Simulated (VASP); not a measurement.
Wanted: the native input for a VASP 6.6.1 run.

| Quantity | Value |
| --- | --- |
| Task | single point |
| Functional | PBE |
| Potentials or basis | VASP PAW PBE potentials, release 64 (Ti_sv, Na_pv) |
| Cutoff | 520 eV |
| k mesh | 2 × 2 × 2 |
| Occupations | fermi-dirac, width 0.15 eV |
| Spin | no spin polarisation |
| Dipole correction | no |
| Further INCAR settings | ALGO = Normal; EDIFF = 1e-06; NBANDS = 88 |

The structure of NaTi12 (a cell with a defect) lies in POSCAR:

```
NaTi12
1.0
    5.9000000000      0.0000000000      0.0000000000
   -4.4250000000      7.6643250000      0.0000000000
    0.0000000000      0.0000000000      4.6846000000
Ti Na
12 1
Direct
    0.0139882815     -0.0046709919      0.0863467532
    0.2600701929      0.2005003702      0.5171626179
    0.1968376644      0.3594445695      0.0382743457
    0.2446308854      0.6164795987      0.4900952056
    0.0005304477      0.6304925744      0.0342825428
    0.2574513589      0.8909068966      0.6626819793
    0.4540070561     -0.0377985015      0.1595226914
    0.8092680695      0.3033404768      0.2620928148
    0.5851670501      0.3597707561     -0.1434274004
    0.6666436865      0.5737622035      0.4967339794
    0.5481699637      0.7092209686      0.0454040900
    0.7387720112      0.8825434725      0.5585962515
    0.7767897521      0.1568044153      0.6849677667
```

These files were run (other wordings do the same):

INCAR

```
ALGO     = Normal         # electronic algorithm
EDIFF    = 1E-6           # SCF threshold, eV
ENCUT    = 520            # plane-wave cutoff, eV
GGA      = PE             # functional
ISIF     = 2              # what is computed and relaxed
ISMEAR   = -1             # smearing method
LASPH    = T              # aspherical terms in the spheres
LCHARG   = F              # write CHGCAR
LREAL    = F              # projectors in reciprocal space
LWAVE    = F              # write WAVECAR
NBANDS   = 88             # bands
NELM     = 100            # most SCF steps
PREC     = Accurate       # precision mode
SIGMA    = 0.15           # smearing width, eV
```

KPOINTS

```
k-points
0
Gamma
  2 2 2
```

Potentials or basis: VASP PAW PBE potentials, release 64 (Ti_sv, Na_pv).

Command:

```sh
$ cat potpaw_PBE.64/Ti_sv/POTCAR potpaw_PBE.64/Na_pv/POTCAR > POTCAR
$ mpirun -np 1 vasp_std > vasp.out
```

It gave:

```yaml
Pressure: 12.3 GPa
Largest_force: 1.880 eV/Å
Band_gap_on_the_k_mesh: zero (an odd number of electrons rules out a gap without spin polarisation)
```

Caveat: the k points lie up to 0.67 Å⁻¹ apart, too coarse for converged energies and pressures of a metal.

Run time: 6.9 min on 1 thread of Intel(R) Xeon(R) Platinum 8259CL CPU @ 2.50GHz (Skylake/Cascade Lake) (shared host), peak memory 0.38 GiB.
